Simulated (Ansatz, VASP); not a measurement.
**ZrC in VASP and in Ansatz**

```
Zr C
1.0
     0.00000    2.35021    2.35021
     2.35021    0.00000    2.35021
     2.35021    2.35021    0.00000
Zr C
1 1
Direct
  0.50000 0.50000 0.50000
  0.00000 0.00000 0.00000
```

Alike in both runs: task single point; functional PBE; k mesh 11 × 11 × 11; occupations fermi-dirac, width 0.05 eV; no spin polarisation.

|  | VASP | Ansatz |
| --- | --- | --- |
| version | VASP 6.6.1 | Ansatz 0.2.0 |
| potentials or method | VASP PAW PBE potentials, release 64 (Zr_sv, C), cutoff 520 eV | all-electron LAPW, scalar-relativistic |

|  | VASP | Ansatz | Ansatz less VASP |
| --- | --- | --- | --- |
| pressure (GPa) | 1.5 | 1.3 | -0.19 |

Ansatz ran all-electron here, and VASP with PAW potentials.
